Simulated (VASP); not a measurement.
# In (Pm-3m) in VASP: further runs

Runs on In. Level: PBE. Tasks: single point.

All numbers are computed with VASP 6.6.1; they aren't measurements. Logs are shortened: lines on timing, memory, paths and dates and some standing lists are left out, and cuts for length are marked.

**1. The cell of the first run**

The structure is cubic, space group Pm-3m (No. 221). Conventional cell: a = 4.590 Å, b = 4.590 Å, c = 4.590 Å, α = 90.00°, β = 90.00°, γ = 90.00°. In (site symmetry 4/mmm) has 8 In at 3.25 Å within 4.3 Å.

This isn't the form of In at room conditions, which is tetragonal.

**2. Single point, PBE (32.24 Å³/atom)**

INCAR

```
ALGO = Fast
EDIFF = 1E-6
ENCUT = 520
GGA = PE
ISIF = 2
ISMEAR = 0
LASPH = True
LCHARG = False
LREAL = False
LWAVE = False
NBANDS = 26
NELM = 60
PREC = Accurate
SIGMA = 0.1
```

KPOINTS

```
k-points
0
Gamma
  10 10 10
```

POSCAR

```
In
1.0
    4.5902561776      0.0000000000      0.0000000000
    0.0000000000      4.5902561776      0.0000000000
    0.0000000000      0.0000000000      4.5902561776
In
3
Direct
    0.5000000000      0.0000000000      0.0000000000
    0.0000000000      0.5000000000      0.0000000000
    0.0000000000      0.0000000000      0.5000000000
```

Potentials or basis: VASP PAW PBE potentials, release 64 (In_d).

Launch:

```sh
> cat potpaw_PBE.64/In_d/POTCAR > POTCAR
> mpirun -np 1 vasp_std > vasp.out
```

OUTCAR:

```text
EDIFF = 1E-6
   ENCUT = 520
   GGA = PE
   ISIF = 2
   ISMEAR = 0
   LASPH = True
   LREAL = False
   NELM = 60
   PREC = Accurate

 ion  position               nearest neighbor table
   1  0.500  0.000  0.000-   2 3.25   3 3.25   3 3.25   2 3.25   2 3.25   3 3.25   3 3.25   2 3.25

   2  0.000  0.500  0.000-   1 3.25   3 3.25   3 3.25   1 3.25   3 3.25   3 3.25   1 3.25   1 3.25

   3  0.000  0.000  0.500-   1 3.25   2 3.25   1 3.25   2 3.25   2 3.25   2 3.25   1 3.25   1 3.25

  LATTYP: Found a simple cubic cell.
 ALAT       =     4.5902561776

  Lattice vectors:

 A1 = (   4.5902561776,   0.0000000000,   0.0000000000)
 A2 = (   0.0000000000,   4.5902561776,   0.0000000000)
 A3 = (   0.0000000000,   0.0000000000,   4.5902561776)

Analysis of symmetry for initial positions (statically):
=====================================================================
 Subroutine PRICEL returns:
 Original cell was already a primitive cell.

 Routine SETGRP: Setting up the symmetry group for a
 simple cubic supercell.

 Subroutine GETGRP returns: Found 48 space group operations
 (whereof 48 operations were pure point group operations)
 out of a pool of 48 trial point group operations.

The static configuration has the point symmetry O_h .

Analysis of symmetry for dynamics (positions and initial velocities):
=====================================================================
 Subroutine PRICEL returns:
 Original cell was already a primitive cell.

 Routine SETGRP: Setting up the symmetry group for a
 simple cubic supercell.

 Subroutine GETGRP returns: Found 48 space group operations
 (whereof 48 operations were pure point group operations)
 out of a pool of 48 trial point group operations.

The dynamic configuration has the point symmetry O_h .

 Subroutine INISYM returns: Found 48 space group operations
 (whereof 48 operations are pure point group operations),
 and found     1 'primitive' translations

----------------------------------------------------------------------------------------

                                     Primitive cell

  volume of cell :      96.7188

  direct lattice vectors                    reciprocal lattice vectors
     4.590256178  0.000000000  0.000000000     0.217852765  0.000000000  0.000000000
     0.000000000  4.590256178  0.000000000     0.000000000  0.217852765  0.000000000
[... 80 lines left out ...]
   ICHARG =      2    charge: 1-file 2-atom 10-const
   ISPIN  =      1    spin polarized calculation?
   LNONCOLLINEAR =      F non collinear calculations
   LSORBIT =      F    spin-orbit coupling
   LASPH  =      T    aspherical Exc in radial PAW
   ENCUT  =  520.0 eV  38.22 Ry    6.18 a.u.   8.53  8.53  8.53*2*pi/ulx,y,z
   NELM   =     60;   NELMIN=  2; NELMDL= -5     # of ELM steps
   EDIFF  = 0.1E-05   stopping-criterion for ELM
   LREAL  =      F    real-space projection
   EDIFFG = 0.1E-04   stopping-criterion for IOM
   NSW    =      0    number of steps for IOM
   IBRION =     -1    ionic relax: 0-MD 1-quasi-New 2-CG
   NFREE  =      0    steps in history (QN), initial steepest desc. (CG)
   ISIF   =      2    stress and relaxation
   ISYM   =      2    0-nonsym 1-usesym 2-fastsym
   POTIM  = 0.5000    time-step for ionic-motion
   TEBEG  =    0.0;   TEEND  =   0.0 temperature during run
   PSTRESS=    0.0 pullay stress
   NELECT =      39.0000    total number of electrons
   NUPDOWN=      -1.0000    fix difference up-down
   EMIN   =  10.00;   EMAX   =-10.00  energy-range for DOS
   EFERMI =   0.00;   METHOD = LEGACY
   ISMEAR =     0;   SIGMA  =   0.10  broadening in eV -4-tet -1-fermi 0-gaus
   EFERMI_NEDOS =   21; number of points for ismear=-14 and -15
   IALGO  =     68    algorithm
   IMIX   =      4    mixing-type and parameters
     AMIX     =   0.40;   BMIX     =  1.00
     AMIX_MAG =   1.60;   BMIX_MAG =  1.00
  volume/ion in A,a.u.               =      32.24       217.56
  Fermi-wavevector in a.u.,A,eV,Ry     =   1.209464  2.285555 19.902630  1.462802
  Thomas-Fermi vector in A             =   2.345040
   LORBIT       =      0    0 simple, 1 ext, 2 COOP (PROOUT), +10 PAW based schemes
   GGA     = PE    functional components
   LHFCALC =     F    Hartree Fock is set to
   AEXX    =    0.0000 exact exchange contribution
   IVDW    =     0    specifies the selected vdW correction
   LEPSILON=     F    determine dielectric tensor
   LRPA    =     F    only Hartree local field effects (RPA)
 non-spin polarized calculation
 RMM-DIIS sequential band-by-band and
 Gauss-broadening in eV      SIGMA  =   0.10
  energy-cutoff  :      520.00
  volume of cell :       96.72
 maximum number of plane-waves:      2624
 NGX is ok and might be reduce to    36

 number of electron      38.9999972 magnetization

 Free energy of the ion-electron system (eV)
  ---------------------------------------------------
  ext. energy  EPLUGINS =         0.00000000
  ---------------------------------------------------
  free energy    TOTEN  =        -7.35966480 eV

  energy without entropy =       -7.35029773  energy(sigma->0) =       -7.35498127

 E-fermi :   5.3108     XC(G=0):  -9.1311

 val. band max:        5.2730149963   @ k =   0.5000   0.3000   0.1000
 cond. band min:       5.3206296032   @ k =   0.3000   0.3000   0.1000
 fundamental gap:      0.0476146069
 Fermi energy:         5.3107841739

 k-point     1 :       0.0000    0.0000    0.0000
  band No.  band energies     occupation
      1      -9.4976      2.00000
      2      -9.4976      2.00000
      3      -9.4976      2.00000
      4      -9.4778      2.00000
      5      -9.3319      2.00000
      6      -9.3319      2.00000
[... 685 lines left out ...]
     25      10.3439      0.00000
     26      11.1591      0.00000

 [... further k-points ...]
[... 5 lines left out ...]
  --------------------------------------------------------------------------------------
  -------------------------------------------------------------------------------------
  Total       -0.8294254     -0.8294254     -0.8294254      0.0000000     -0.0000000      0.0000000
  in kB      -13.7396961    -13.7396961    -13.7396961      0.0000000     -0.0000000      0.0000000
  external PRESSURE =     -13.7396961 kB  Pullay stress =       0.0000000 kB

 VOLUME and BASIS-vectors are now :
 -----------------------------------------------------------------------------
  energy-cutoff  :      520.00
  volume of cell :       96.72
      direct lattice vectors                 reciprocal lattice vectors
     4.590256178  0.000000000  0.000000000     0.217852765  0.000000000  0.000000000
     0.000000000  4.590256178  0.000000000     0.000000000  0.217852765  0.000000000
     0.000000000  0.000000000  4.590256178     0.000000000  0.000000000  0.217852765

 POSITION                                       TOTAL-FORCE (eV/Angst)
 -----------------------------------------------------------------------------------
      2.29513      0.00000      0.00000         0.000000      0.000000      0.000000
      0.00000      2.29513      0.00000         0.000000      0.000000      0.000000
      0.00000      0.00000      2.29513         0.000000      0.000000      0.000000
 -----------------------------------------------------------------------------------
    total drift:                                0.000000      0.000000     -0.000000

  FREE ENERGIE OF THE ION-ELECTRON SYSTEM (eV)
  ---------------------------------------------------
  free  energy   TOTEN  =        -7.3596648039 eV

  energy  without entropy=       -7.3502977347  energy(sigma->0) =       -7.35498127
```

OSZICAR:

```text
N       E                     dE             d eps       ncg     rms          rms(c)
DAV:   1     0.345113705882E+03    0.34511E+03   -0.19131E+04  2912   0.192E+03
DAV:   2     0.225130427720E+02   -0.32260E+03   -0.31826E+03  2916   0.429E+02
DAV:   3    -0.641296268012E+01   -0.28926E+02   -0.28706E+02  3516   0.155E+02
DAV:   4    -0.738740585950E+01   -0.97444E+00   -0.97159E+00  3468   0.331E+01
DAV:   5    -0.743013255455E+01   -0.42727E-01   -0.42725E-01  4654   0.571E+00    0.364E+00
RMM:   6    -0.736759479257E+01    0.62538E-01   -0.11715E-01  3248   0.423E+00    0.197E+00
RMM:   7    -0.735786591791E+01    0.97289E-02   -0.69358E-02  3183   0.249E+00    0.350E-01
RMM:   8    -0.735894390838E+01   -0.10780E-02   -0.10306E-02  3660   0.138E+00    0.134E-01
RMM:   9    -0.735946828471E+01   -0.52438E-03   -0.37455E-03  4087   0.499E-01    0.120E-01
RMM:  10    -0.735968924915E+01   -0.22096E-03   -0.17534E-03  3259   0.592E-01    0.850E-02
RMM:  11    -0.735960974264E+01    0.79507E-04   -0.72172E-04  3747   0.313E-01    0.315E-02
RMM:  12    -0.735965706796E+01   -0.47325E-04   -0.47694E-04  4472   0.163E-01    0.333E-02
RMM:  13    -0.735966464016E+01   -0.75722E-05   -0.75328E-05  4669   0.583E-02    0.458E-02
RMM:  14    -0.735966471069E+01   -0.70523E-07   -0.12027E-05  3438   0.252E-02    0.472E-02
RMM:  15    -0.735966480391E+01   -0.93227E-07   -0.41158E-06  2313   0.204E-02
   1 F= -.73596648E+01 E0= -.73549813E+01  d E =-.936707E-02
```

stdout:

```text
POSCAR found type information on POSCAR In
 POSCAR found :  1 types and       3 ions
 scaLAPACK will be used
 LDA part: xc-table for (Slater+PW92), standard interpolation
 POSCAR, INCAR and KPOINTS ok, starting setup
 FFT: planning ... GRIDC
 FFT: planning ... GRID_SOFT
 FFT: planning ... GRID
 WAVECAR not read
 entering main loop
```

It took 66 s on 1 thread of Intel Xeon 6975P-C (Granite Rapids), shared host; peak memory 0.26 GiB.

What came out:

- Free energy: -7.3597 eV
- Pressure: -1.4 GPa
- Band gap on the k mesh: zero (an odd number of electrons rules out a gap without spin polarisation)

Caveat: spin-orbit coupling is left out, which moves the levels of the heavy elements.

**3. Single point, PBE (33.46 Å³/atom)**

This run uses another cell than the first one, of 33.46 Å³/atom.

INCAR

```
PREC = Accurate
ENCUT = 520
EDIFF = 1E-6
ISMEAR = 0
SIGMA = 0.1
LREAL = F
LASPH = T
NELM = 60
ALGO = Fast
ISIF = 2
LWAVE = F
LCHARG = F
GGA = PE
NBANDS = 26
```

KPOINTS

```
Automatic mesh
0
Gamma
  10 10 10
```

POSCAR

```
In
1.0
    4.6472838246      0.0000000000      0.0000000000
    0.0000000000      4.6472838246      0.0000000000
    0.0000000000      0.0000000000      4.6472838246
In
3
Direct
    0.5000000000      0.0000000000      0.0000000000
    0.0000000000      0.5000000000      0.0000000000
    0.0000000000      0.0000000000      0.5000000000
```

Potentials or basis: VASP PAW PBE potentials, release 64 (In_d).

Launch:

```sh
> cat potpaw_PBE.64/In_d/POTCAR > POTCAR
> mpirun -np 1 vasp_std > vasp.out
```

Run time: 66 s. Hardware: 1 thread of Intel Xeon 6975P-C (Granite Rapids), shared host; peak memory 0.26 GiB.

Results (log left out):

* Free energy: -7.3187 eV
* Pressure: -2.2 GPa
* Band gap on the k mesh: zero (an odd number of electrons rules out a gap without spin polarisation)

Levels at points of the mesh, in eV from the Fermi level:
| k point | band 15 | band 16 | band 17 | band 18 | band 19 | band 20 | band 21 | band 22 | band 23 | band 24 |
| --- | --- | --- | --- | --- | --- | --- | --- | --- | --- | --- |
| (0.00, 0.00, 0.00) | -14.23 | -8.42 | -1.54 | -1.54 | -0.94 | -0.94 | -0.94 | 3.36 | 4.98 | 4.98 |
| (0.50, 0.00, 0.00) | -14.23 | -7.17 | -5.85 | -1.01 | 0.35 | 0.35 | 2.23 | 2.23 | 2.40 | 2.95 |
| (0.50, 0.50, 0.00) | -14.36 | -5.67 | -4.96 | -4.96 | -2.01 | 1.96 | 2.27 | 2.72 | 2.72 | 3.55 |
| (0.50, 0.50, 0.50) | -14.27 | -3.97 | -3.97 | -3.97 | -3.32 | -1.54 | -1.54 | -1.54 | 3.00 | 8.93 |

Caveat: spin-orbit coupling is left out, which moves the levels of the heavy elements.

**4. Single point, PBE (26.76 Å³/atom)**

This run uses another cell than the first one, of 26.76 Å³/atom.

INCAR

```
  ALGO = Normal
  EDIFF = 1E-6
  ENCUT = 520
  GGA = PE
  ISIF = 2
  ISMEAR = 0
  LASPH = True
  LCHARG = True
  LELF = True
  LREAL = False
  LVHAR = True
  LWAVE = False
  NBANDS = 26
  NELM = 80
  PREC = Accurate
  SIGMA = 0.1
```

KPOINTS

```
k-points
0
Gamma
  10 10 10
```

POSCAR

```
In
1.0
    4.3141561414      0.0000000000      0.0000000000
    0.0000000000      4.3141561414      0.0000000000
    0.0000000000      0.0000000000      4.3141561414
In
3
Direct
    0.5000000000      0.0000000000      0.0000000000
    0.0000000000      0.5000000000      0.0000000000
    0.0000000000      0.0000000000      0.5000000000
```

Launch:

```sh
> cat potpaw_PBE.64/In_d/POTCAR > POTCAR
> mpirun -np 1 vasp_std > vasp.out
```

Wall time 42 s (1 thread of Intel Xeon 6975P-C (Granite Rapids), shared host); peak memory 0.22 GiB.

It converged, with:

* Free energy: -7.2259 eV
* Pressure: 5.2 GPa
* Band gap on the k mesh: zero (an odd number of electrons rules out a gap without spin polarisation)

Levels at points of the mesh, in eV from the Fermi level:
| k point | band 17 | band 18 | band 19 | band 20 | band 21 | band 22 |
| --- | --- | --- | --- | --- | --- | --- |
| (0.00, 0.00, 0.00) | -1.36 | -1.36 | -1.36 | -0.75 | -0.75 | 3.43 |
| (0.50, 0.00, 0.00) | -6.74 | 0.09 | 0.30 | 0.30 | 2.52 | 2.52 |
| (0.50, 0.50, 0.00) | -5.41 | -5.41 | -2.76 | 2.72 | 2.79 | 3.16 |
| (0.50, 0.50, 0.50) | -3.85 | -3.85 | -3.85 | -2.16 | -2.16 | -2.16 |

Caveat: the cell stands under pressure; spin-orbit coupling is left out, which moves the levels of the heavy elements.

**5. Single point, PBE**

This run uses another cell than the first one: it holds 6 atoms, not 3.

INCAR

```
  ALGO = Fast
  EDIFF = 1E-6
  ENCUT = 520
  GGA = PE
  ISIF = 2
  ISMEAR = 0
  LASPH = T
  LCHARG = F
  LREAL = F
  LWAVE = F
  NBANDS = 48
  NELM = 80
  PREC = Accurate
  SIGMA = 0.2
```

KPOINTS

```
k-points
0
Gamma
  6 6 4
```

POSCAR

```
In
1.0
   -4.5019600349      0.0000000000      0.0000000000
    0.0000000000      0.0000000000     -4.5019600349
    0.0000000000     -9.0039200698      0.0000000000
In
6
Direct
    0.5000000000      1.0000000000      1.0000000000
    0.5000000000      1.0000000000      0.5000000000
    1.0000000000      0.0000000000      0.7500000000
    1.0000000000      0.0000000000      0.2500000000
    1.0000000000      0.5000000000      0.5000000000
    1.0000000000      0.5000000000      0.0000000000
```

Launch:

```sh
> cat potpaw_PBE.64/In_d/POTCAR > POTCAR
> mpirun -np 1 vasp_std > vasp.out
```

It took 3 min on 1 thread of Intel Xeon 6975P-C (Granite Rapids), shared host; peak memory 0.38 GiB.

The run converged. Its results:

| Item | Value |
| --- | --- |
| Free energy | -14.8446 eV |
| Pressure | 0.1 GPa |
| Band gap on the k mesh | zero (bands 39 and 40 overlap by 3.40 eV) |

Levels at points of the mesh, in eV from the Fermi level:
```tsv
k point	band 37	band 38	band 39	band 40	band 41	band 42
(0.00, 0.00, 0.00)	-1.13	-1.13	-0.59	0.31	0.31	2.33
(0.50, 0.00, 0.00)	-0.58	0.31	0.31	2.28	2.32	2.33
(0.50, 0.50, 0.00)	-3.71	-2.34	-1.81	-1.80	-1.80	2.29
(0.00, 0.00, 0.50)	-0.60	-0.60	-0.60	-0.60	1.56	1.56
(0.50, 0.00, 0.50)	-0.72	-0.72	0.92	0.92	1.50	1.50
(0.50, 0.50, 0.50)	-2.10	-2.10	-1.19	-1.19	-0.04	-0.04
```

Caveat: spin-orbit coupling is left out, which moves the levels of the heavy elements.

**6. The runs side by side**

| cell | k mesh | smearing | gap on the mesh (eV) | pressure (GPa) |
| --- | --- | --- | --- | --- |
| a = 4.590 Å, 3 atoms, atomic positions A | 10 × 10 × 10 | gaussian 0.1 eV | none | -1.4 |
| a = 4.647 Å, 3 atoms, atomic positions A | 10 × 10 × 10 | gaussian 0.1 eV | none | -2.2 |
| a = 4.314 Å, 3 atoms, atomic positions A | 10 × 10 × 10 | gaussian 0.1 eV | none | 5.2 |
| a = 4.502, b = 4.502, c = 9.004 Å, 6 atoms, atomic positions B | 6 × 6 × 4 | gaussian 0.2 eV | none | 0.1 |

Alike in all rows: task single point; level PBE; potentials or basis VASP PAW PBE potentials, release 64 (In_d); no spin polarisation; cutoff (eV) 520.

Caveats: spin-orbit coupling is left out, which moves the levels of the heavy elements; the cell stands under pressure (at least some runs).

Total energies depend on the potentials used, so only differences within one code and one set of settings carry meaning.
